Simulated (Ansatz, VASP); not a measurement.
## One calculation of Mg8O9, two programs

```
Mg O
1.0
     0.00000    4.19480    4.19480
     4.19480    0.00000    4.19480
     4.19480    4.19480    0.00000
Mg O
8 9
Direct
  0.00093 0.98364 0.01412
  0.02894 0.99549 0.49111
  0.02888 0.46064 0.02599
  0.99349 0.49110 0.52162
  0.51954 0.96512 0.99552
  0.48405 0.99540 0.49119
  0.48410 0.46069 0.02599
  0.51206 0.47245 0.50304
  0.25653 0.22809 0.25856
  0.25652 0.22805 0.75858
  0.25651 0.72809 0.25856
  0.25650 0.72804 0.75859
  0.75650 0.22815 0.25850
  0.75652 0.22811 0.75854
  0.75649 0.72808 0.25859
  0.75632 0.84726 0.63974
  0.75663 0.60913 0.87727
```

Alike in both runs: functional PBEsol; k mesh 2 × 2 × 2; occupations fermi-dirac, width 0.05 eV; collinear spin.

Ansatz relaxed the structure, and its values are those at the end. VASP's run is a single point on that final structure, the one shown.

```csv
,VASP,Ansatz
version,VASP 6.6.1,Ansatz 0.2.0
potentials or method,"VASP PAW PBE potentials, release 64 (Mg, O), cutoff 520 eV","scalar-relativistic, plane waves, PAW"
valence electrons in the cell,70,134
```

```csv
,VASP,Ansatz,Ansatz less VASP
gap on the k mesh at the Fermi level (eV),3.89,3.90,+0.013
rms of the force components (eV/Å),0.062,0.005,-0.0568
net moment per atom (μB),0.00,0.00,0.000
```

VASP's potentials were made for PBE, not for PBEsol, and Ansatz warns of the same on its side. VASP's potentials hold 70 valence electrons a cell and Ansatz's 134, so a difference there can come from the potentials and not from the codes. Ansatz's warnings: seeded moment not kept.

The k mesh is coarse, so the values compare programs but aren't converged.
